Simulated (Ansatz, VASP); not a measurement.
VO2 in VASP and in Ansatz

```
CELL_PARAMETERS angstrom
4.55460 0.00000 0.00000
0.00000 4.55460 0.00000
0.00000 0.00000 2.85280
ATOMIC_POSITIONS crystal
V 0.00000 0.00000 0.00000
V 0.50000 0.50000 0.50000
O 0.30010 0.30010 0.00000
O 0.19990 0.80010 0.50000
O 0.69990 0.69990 0.00000
O 0.80010 0.19990 0.50000
```

Alike in both runs: task single point; functional PBE; k mesh 4 × 4 × 7; occupations gaussian, width 0.05 eV; collinear spin; Hubbard terms V d U = 2.0 eV.

|  | VASP | Ansatz |
| --- | --- | --- |
| version | VASP 6.6.1 | Ansatz 0.2.0 |
| potentials or method | VASP PAW PBE potentials, release 64 (V_sv, O), cutoff 600 eV | scalar-relativistic, plane waves, PAW |
| valence electrons in the cell | 50 | 50 |

|  | VASP | Ansatz | Ansatz less VASP |
| --- | --- | --- | --- |
| gap on the k mesh at the Fermi level (eV) | none | none | - |
| pressure (GPa) | 6.4 | 4.5 | -1.90 |
| traceless stress, the component that is largest in VASP (GPa) | 0.99 | 0.23 | -0.765 |
| rms of the force components (eV/Å) | 0.151 | 0.142 | -0.0096 |
| net moment per atom (μB) | 0.33 | 0.33 | 0.000 |
| size of the moment on the site where the two differ most (μB) | 1.13 | 0.93 | -0.198 |

Site moments also hang on the region over which each program counts them. The programs project onto different local orbitals, so the same U acts differently, and such runs can settle in different states. Atom by atom the forces differ by 0.293 eV/Å (rms over components). A gap of «none» marks a metal or a gap that the smearing closes. Ansatz's warnings: filled band counts differ across k points.
